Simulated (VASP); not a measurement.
# ZrC (Fm-3m) in VASP: a series of runs

ZrC is run at these levels: PBE; tasks: single point.

Program: VASP 6.6.1. These are calculated values, not measurements. Logs are shortened: lines on timing, memory, paths and dates and some standing lists are left out, and cuts for length are marked.

**1. The cell of the first run**

It takes space group Fm-3m (No. 225, cubic). Conventional cell: a = 4.700 Å, b = 4.700 Å, c = 4.700 Å, α = 90.00°, β = 90.00°, γ = 90.00°. Within 3.1 Å of Zr (site symmetry m-3m) lie 6 C at 2.35 Å. Within 3.1 Å of C (site symmetry m-3m) lie 6 Zr at 2.35 Å.

**2. Single point, PBE**

INCAR

```
ALGO = Normal ; EDIFF = 1E-6
ENCUT = 600 ; GGA = PE
GGA_COMPAT = F ; ISIF = 2
ISMEAR = 0 ; LASPH = T
LCHARG = F ; LREAL = F
LWAVE = F ; NBANDS = 15
NELM = 120 ; PREC = Accurate
SIGMA = 0.1
```

KPOINTS

```
k-points
0
Gamma
  6 6 6
```

POSCAR

```
ZrC
1.0
    0.0000000000      2.3502099500      2.3502099500
    2.3502099500      0.0000000000      2.3502099500
    2.3502099500      2.3502099500      0.0000000000
Zr C
1 1
Direct
    0.5000000000      0.5000000000      0.5000000000
    0.0000000000      0.0000000000      0.0000000000
```

Potentials or basis: VASP PAW PBE potentials, release 64 (Zr_sv, C).

Command:

```bash
cat potpaw_PBE.64/Zr_sv/POTCAR potpaw_PBE.64/C/POTCAR > POTCAR
mpirun -np 1 vasp_std > vasp.out
```

OUTCAR:

```text
EDIFF = 1E-6
   ENCUT = 600
   GGA = PE
   ISIF = 2
   ISMEAR = 0
   LASPH = T
   LREAL = F
   NELM = 120
   PREC = Accurate

 ion  position               nearest neighbor table
   1  0.500  0.500  0.500-   2 2.35   2 2.35   2 2.35   2 2.35   2 2.35   2 2.35
   2  0.000  0.000  0.000-   1 2.35   1 2.35   1 2.35   1 2.35   1 2.35   1 2.35

  LATTYP: Found a face centered cubic cell.
 ALAT       =     4.7004199000

  Lattice vectors:

 A1 = (   0.0000000000,   2.3502099500,   2.3502099500)
 A2 = (   2.3502099500,   0.0000000000,   2.3502099500)
 A3 = (   2.3502099500,   2.3502099500,   0.0000000000)

Analysis of symmetry for initial positions (statically):
=====================================================================
 Subroutine PRICEL returns:
 Original cell was already a primitive cell.

 Routine SETGRP: Setting up the symmetry group for a
 face centered cubic supercell.

 Subroutine GETGRP returns: Found 48 space group operations
 (whereof 48 operations were pure point group operations)
 out of a pool of 48 trial point group operations.

The static configuration has the point symmetry O_h .

Analysis of symmetry for dynamics (positions and initial velocities):
=====================================================================
 Subroutine PRICEL returns:
 Original cell was already a primitive cell.

 Routine SETGRP: Setting up the symmetry group for a
 face centered cubic supercell.

 Subroutine GETGRP returns: Found 48 space group operations
 (whereof 48 operations were pure point group operations)
 out of a pool of 48 trial point group operations.

The dynamic configuration has the point symmetry O_h .

 Subroutine INISYM returns: Found 48 space group operations
 (whereof 48 operations are pure point group operations),
 and found     1 'primitive' translations

----------------------------------------------------------------------------------------

                                     Primitive cell

  volume of cell :      25.9627

  direct lattice vectors                    reciprocal lattice vectors
     0.000000000  2.350209950  2.350209950    -0.212746951  0.212746951  0.212746951
     2.350209950  0.000000000  2.350209950     0.212746951 -0.212746951  0.212746951
     2.350209950  2.350209950  0.000000000     0.212746951  0.212746951 -0.212746951

  length of vectors
     3.323698786  3.323698786  3.323698786     0.368488527  0.368488527  0.368488527

  position of ions in fractional coordinates (direct lattice)
     0.500000000  0.500000000  0.500000000
[... 79 lines left out ...]
   PSTRESS=    0.0 pullay stress
   NELECT =      16.0000    total number of electrons
   NUPDOWN=      -1.0000    fix difference up-down
   EMIN   =  10.00;   EMAX   =-10.00  energy-range for DOS
   EFERMI =   0.00;   METHOD = LEGACY
   ISMEAR =     0;   SIGMA  =   0.10  broadening in eV -4-tet -1-fermi 0-gaus
   EFERMI_NEDOS =   21; number of points for ismear=-14 and -15
   IALGO  =     38    algorithm
   IMIX   =      4    mixing-type and parameters
     AMIX     =   0.40;   BMIX     =  1.00
     AMIX_MAG =   1.60;   BMIX_MAG =  1.00
  volume/ion in A,a.u.               =      12.98        87.60
  Fermi-wavevector in a.u.,A,eV,Ry     =   1.393151  2.632673 26.407133  1.940869
  Thomas-Fermi vector in A             =   2.516825
   LORBIT       =      0    0 simple, 1 ext, 2 COOP (PROOUT), +10 PAW based schemes
   GGA     = PE    functional components
   LHFCALC =     F    Hartree Fock is set to
   AEXX    =    0.0000 exact exchange contribution
   IVDW    =     0    specifies the selected vdW correction
   LEPSILON=     F    determine dielectric tensor
   LRPA    =     F    only Hartree local field effects (RPA)
 non-spin polarized calculation
 Gauss-broadening in eV      SIGMA  =   0.10
  energy-cutoff  :      600.00
  volume of cell :       25.96
 maximum number of plane-waves:       893
 NGX is ok and might be reduce to    28
   NGX = 13   NGY = 13   NGZ = 13

 number of electron      16.0000000 magnetization

 Free energy of the ion-electron system (eV)
  ---------------------------------------------------
  ext. energy  EPLUGINS =         0.00000000
  ---------------------------------------------------
  free energy    TOTEN  =       -19.45258662 eV

  energy without entropy =      -19.45200986  energy(sigma->0) =      -19.45229824

 E-fermi :   9.5455     XC(G=0): -12.1318

 val. band max:        9.3790198429   @ k =   0.1667   0.1667   0.0000
 cond. band min:       9.6824739253   @ k =   0.5000   0.5000   0.0000
 fundamental gap:      0.3034540824
 Fermi energy:         9.5455165834

 k-point     1 :       0.0000    0.0000    0.0000
  band No.  band energies     occupation
      1     -38.4977      2.00000
      2     -16.2082      2.00000
      3     -16.2082      2.00000
      4     -16.2082      2.00000
      5      -1.6855      2.00000
      6      10.5603      0.00000
      7      10.5603      0.00000
      8      10.5603      0.00000
      9      10.7045      0.00000
     10      10.7045      0.00000
     11      10.7045      0.00000
     12      12.4233      0.00000
     13      12.4233      0.00000
     14      16.9281      0.00000
[... 257 lines left out ...]
      2     -16.8299      2.00000
      3     -16.6062      2.00000
      4     -16.5086      2.00000
      5      -0.0259      2.00000
      6       7.3559      2.00000
      7       7.3591      2.00000
      8       7.5456      2.00000
      9      11.4635      0.00000
     10      14.2090      0.00000
     11      15.2798      0.00000
     12      15.8847      0.00000
     13      17.2386      0.00000
     14      22.0293      0.00000
     15      22.1233      0.00000

------------------------ aborting loop because EDIFF is reached ----------------------------------------

  FORCE on cell =-STRESS in cart. coord.  units (eV):
  Direction    XX          YY          ZZ          XY          YZ          ZX
  --------------------------------------------------------------------------------------
  -------------------------------------------------------------------------------------
  Total        0.2357497      0.2357497      0.2357497      0.0000000     -0.0000000     -0.0000000
  in kB       14.5482863     14.5482863     14.5482863      0.0000000     -0.0000000     -0.0000000
  external PRESSURE =      14.5482863 kB  Pullay stress =       0.0000000 kB

 VOLUME and BASIS-vectors are now :
 -----------------------------------------------------------------------------
  energy-cutoff  :      600.00
  volume of cell :       25.96
      direct lattice vectors                 reciprocal lattice vectors
     0.000000000  2.350209950  2.350209950    -0.212746951  0.212746951  0.212746951
     2.350209950  0.000000000  2.350209950     0.212746951 -0.212746951  0.212746951
     2.350209950  2.350209950  0.000000000     0.212746951  0.212746951 -0.212746951

 POSITION                                       TOTAL-FORCE (eV/Angst)
 -----------------------------------------------------------------------------------
      2.35021      2.35021      2.35021        -0.000000      0.000000      0.000000
      0.00000      0.00000      0.00000         0.000000     -0.000000     -0.000000
 -----------------------------------------------------------------------------------
    total drift:                                0.000000      0.000000      0.000000

  FREE ENERGIE OF THE ION-ELECTRON SYSTEM (eV)
  ---------------------------------------------------
  free  energy   TOTEN  =       -19.4525866202 eV

  energy  without entropy=      -19.4520098574  energy(sigma->0) =      -19.45229824
```

Wall time 11 s (1 thread of Intel Xeon 8259CL, shared host); peak memory 0.16 GiB.

Results:

```
Free energy            : -19.4526 eV
Pressure               : 1.5 GPa
Band gap on the k mesh : zero (band 8 reaches 10.56 eV, above the bottom of band 9 at 9.36 eV)
```

Caveat: the k points lie up to 0.39 Å⁻¹ apart.

**3. Single point, PBE**

This run uses another cell than the first one, of 13.03 Å³/atom, 1.004 times its volume.

INCAR

```
  ALGO = Normal
  EDIFF = 1E-6
  ENCUT = 600
  GGA = PE
  GGA_COMPAT = False
  ISIF = 2
  ISMEAR = 0
  LASPH = True
  LCHARG = False
  LREAL = False
  LWAVE = False
  NBANDS = 15
  NELM = 120
  PREC = Accurate
  SIGMA = 0.1
```

KPOINTS is that of step 2.

POSCAR

```
ZrC
1.0
    0.0000000000      2.3533605385      2.3533605385
    2.3533605385      0.0000000000      2.3533605385
    2.3533605385      2.3533605385      0.0000000000
Zr C
1 1
Direct
    0.5000000000      0.5000000000      0.5000000000
    0.0000000000      0.0000000000      0.0000000000
```

Potentials or basis: VASP PAW PBE potentials, release 64 (Zr_sv, C).

Command:

```bash
cat potpaw_PBE.64/Zr_sv/POTCAR potpaw_PBE.64/C/POTCAR > POTCAR
mpirun -np 1 vasp_std > vasp.out
```

OUTCAR:

```text
EDIFF = 1E-6
   ENCUT = 600
   GGA = PE
   ISIF = 2
   ISMEAR = 0
   LASPH = True
   LREAL = False
   NELM = 120
   PREC = Accurate

 ion  position               nearest neighbor table
   1  0.500  0.500  0.500-   2 2.35   2 2.35   2 2.35   2 2.35   2 2.35   2 2.35
   2  0.000  0.000  0.000-   1 2.35   1 2.35   1 2.35   1 2.35   1 2.35   1 2.35

  LATTYP: Found a face centered cubic cell.
 ALAT       =     4.7067210770

  Lattice vectors:

 A1 = (   0.0000000000,   2.3533605385,   2.3533605385)
[... 464 lines left out ...]
------------------------ aborting loop because EDIFF is reached ----------------------------------------

  FORCE on cell =-STRESS in cart. coord.  units (eV):
  Direction    XX          YY          ZZ          XY          YZ          ZX
  --------------------------------------------------------------------------------------
  -------------------------------------------------------------------------------------
  Total        0.0883132      0.0883132      0.0883132     -0.0000000      0.0000000      0.0000000
  in kB        5.4280124      5.4280124      5.4280124     -0.0000000      0.0000000      0.0000000
  external PRESSURE =       5.4280124 kB  Pullay stress =       0.0000000 kB

 VOLUME and BASIS-vectors are now :
 -----------------------------------------------------------------------------
  energy-cutoff  :      600.00
  volume of cell :       26.07
      direct lattice vectors                 reciprocal lattice vectors
     0.000000000  2.353360539  2.353360539    -0.212462133  0.212462133  0.212462133
     2.353360539  0.000000000  2.353360539     0.212462133 -0.212462133  0.212462133
     2.353360539  2.353360539  0.000000000     0.212462133  0.212462133 -0.212462133

 POSITION                                       TOTAL-FORCE (eV/Angst)
 -----------------------------------------------------------------------------------
      2.35336      2.35336      2.35336         0.000000      0.000000      0.000000
      0.00000      0.00000      0.00000        -0.000000     -0.000000     -0.000000
 -----------------------------------------------------------------------------------
    total drift:                                0.000000      0.000000      0.000000

  FREE ENERGIE OF THE ION-ELECTRON SYSTEM (eV)
  ---------------------------------------------------
  free  energy   TOTEN  =       -19.4533708087 eV

  energy  without entropy=      -19.4527606352  energy(sigma->0) =      -19.45306572
```

OSZICAR:

```text
N       E                     dE             d eps       ncg     rms          rms(c)
DAV:   1     0.105229664111E+03    0.10523E+03   -0.92724E+03   480   0.120E+03
DAV:   2    -0.169133358597E+02   -0.12214E+03   -0.11542E+03   620   0.305E+02
DAV:   3    -0.226406525749E+02   -0.57273E+01   -0.56781E+01   749   0.565E+01
DAV:   4    -0.229254496053E+02   -0.28480E+00   -0.28445E+00   583   0.839E+00
DAV:   5    -0.229287593546E+02   -0.33097E-02   -0.33097E-02   668   0.846E-01    0.202E+01
DAV:   6    -0.195891773051E+02    0.33396E+01   -0.65407E+00   544   0.228E+01    0.706E+00
DAV:   7    -0.194696530962E+02    0.11952E+00   -0.57571E-01   530   0.597E+00    0.616E+00
DAV:   8    -0.194790417420E+02   -0.93886E-02   -0.28310E-01   600   0.453E+00    0.497E+00
DAV:   9    -0.194535820935E+02    0.25460E-01   -0.48833E-02   522   0.187E+00    0.551E-01
DAV:  10    -0.194533979365E+02    0.18416E-03   -0.27274E-03   660   0.459E-01    0.133E-01
DAV:  11    -0.194533752412E+02    0.22695E-04   -0.57361E-05   565   0.739E-02    0.537E-02
DAV:  12    -0.194533707420E+02    0.44991E-05   -0.44895E-06   579   0.194E-02    0.227E-03
DAV:  13    -0.194533708087E+02   -0.66655E-07   -0.68001E-08   331   0.271E-03
   1 F= -.19453371E+02 E0= -.19453066E+02  d E =-.610173E-03
```

It took 15 s on 1 thread of Intel Xeon 8259CL, shared host; peak memory 0.16 GiB.

Results:

```yaml
Free_energy: -19.4534 eV
Pressure: 0.5 GPa
Band_gap_on_the_k_mesh: zero (band 8 reaches 10.51 eV, above the bottom of band 9 at 9.32 eV)
```

Caveat: the k points lie up to 0.39 Å⁻¹ apart.

**4. Single point, PBE**

This run uses another cell than the first one, of 13.23 Å³/atom, 1.019 times its volume.

INCAR

```
SYSTEM = ZrC
PREC     = Accurate       ! precision mode
ENCUT    = 600            ! plane-wave cutoff, eV
EDIFF    = 1E-6           ! SCF threshold, eV
ISMEAR   = 0              ! smearing method
SIGMA    = 0.1            ! smearing width, eV
LREAL    = .FALSE.        ! projectors in reciprocal space
LASPH    = .TRUE.         ! aspherical terms in the spheres
NELM     = 120            ! most SCF steps
ALGO     = Normal         ! electronic algorithm
ISIF     = 2              ! what is computed and relaxed
LWAVE    = .FALSE.        ! write WAVECAR
LCHARG   = .FALSE.        ! write CHGCAR
GGA      = PE             ! functional
NBANDS   = 15             ! bands
GGA_COMPAT= .FALSE.
```

KPOINTS

```
Automatic mesh
0
G
  6 6 6
  0 0 0
```

POSCAR

```
ZrC
1.0
    0.0000000000      2.3650000100      2.3650000100
    2.3650000100      0.0000000000      2.3650000100
    2.3650000100      2.3650000100      0.0000000000
Zr C
1 1
Direct
    0.5000000000      0.5000000000      0.5000000000
    0.0000000000      0.0000000000      0.0000000000
```

Command:

```bash
cat potpaw_PBE.64/Zr_sv/POTCAR potpaw_PBE.64/C/POTCAR > POTCAR
mpirun -np 1 vasp_std > vasp.out
```

Wall time 16 s (1 thread of Intel Xeon 8259CL, shared host); peak memory 0.16 GiB.

The run converged. Its results:

```
Free energy            : -19.4510 eV
Pressure               : -2.7 GPa
Band gap on the k mesh : zero (band 8 reaches 10.34 eV, above the bottom of band 9 at 9.14 eV)
```

Levels at points of the mesh, in eV from the Fermi level:
| k point | band 4 | band 5 | band 6 | band 7 | band 8 | band 9 | band 10 | band 11 | band 12 | band 13 |
| --- | --- | --- | --- | --- | --- | --- | --- | --- | --- | --- |
| (0.00, 0.00, 0.00) | -25.83 | -11.16 | 1.02 | 1.02 | 1.02 | 1.16 | 1.16 | 1.16 | 2.83 | 2.83 |
| (0.50, 0.00, 0.00) | -25.91 | -8.17 | -5.15 | -2.79 | -2.79 | 4.47 | 4.47 | 5.29 | 6.52 | 9.99 |
| (0.50, 0.50, 0.00) | -26.10 | -9.98 | -2.01 | -1.63 | 0.12 | 0.12 | 4.42 | 5.60 | 5.60 | 7.83 |

Caveat: the k points lie up to 0.38 Å⁻¹ apart.

**5. The runs side by side**

```tsv
cell	gap on the mesh (eV)	pressure (GPa)
a = 3.324 Å, angles 60.0°, 2 atoms	none	1.5
a = 3.328 Å, angles 60.0°, 2 atoms	none	0.5
a = 3.345 Å, angles 60.0°, 2 atoms	none	-2.7
```

Alike in all rows: task single point; level PBE; potentials or basis VASP PAW PBE potentials, release 64 (Zr_sv, C); no spin polarisation; k mesh 6 × 6 × 6; cutoff (eV) 600; smearing gaussian 0.1 eV.

Caveats: all runs use coarse meshes.

Absolute energies hang on the potentials; compare differences alone.
